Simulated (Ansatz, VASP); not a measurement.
## Two plane-wave programs on Pb

```
Pb
1.0
     0.00000    2.41655    2.41655
     2.41655    0.00000    2.41655
     2.41655    2.41655    0.00000
Pb
1
Direct
  0.00000 0.00000 0.00000
```

Alike in both runs: task single point; functional PBEsol; k mesh 14 × 14 × 14; occupations gaussian, width 0.1 eV; no spin polarisation.

```csv
,VASP,Ansatz
version,VASP 6.6.1,Ansatz 0.2.0
potentials or method,"VASP PAW PBE potentials, release 64 (Pb_d), cutoff 520 eV","scalar-relativistic, plane waves, PAW"
valence electrons in the cell,14,14
```

```csv
,VASP,Ansatz,Ansatz less VASP
gap on the k mesh at the Fermi level (eV),none,none,-
pressure (GPa),3.4,3.5,+0.09
```

VASP's potentials were made for PBE, not for PBEsol. A gap of «none» marks a metal or a gap that the smearing closes. With one functional, cell and mesh, what is left measures potentials, basis and numerics.

Spin-orbit coupling is off throughout.
